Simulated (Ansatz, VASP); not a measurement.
# Ga: VASP beside Ansatz

```
CELL_PARAMETERS angstrom
2.86817 0.00000 0.00000
0.00000 2.86817 0.00000
0.00000 0.00000 2.86817
ATOMIC_POSITIONS crystal
Ga 0.00000 0.00000 0.00000
```

Alike in both runs: task single point; functional BLYP; k mesh 13 × 13 × 13; occupations fermi-dirac, width 0.1 eV; no spin polarisation.

```csv
,VASP,Ansatz
version,VASP 6.6.1,Ansatz 0.2.0
potentials or method,"VASP PAW PBE potentials, release 64 (Ga_d), cutoff 520 eV","plane waves (420 eV) with PAW, scalar-relativistic"
valence electrons in the cell,13,13
```

|  | VASP | Ansatz | Ansatz less VASP |
| --- | --- | --- | --- |
| pressure (GPa) | -1.0 | -1.0 | +0.01 |

VASP's potentials were made for PBE, not for BLYP.
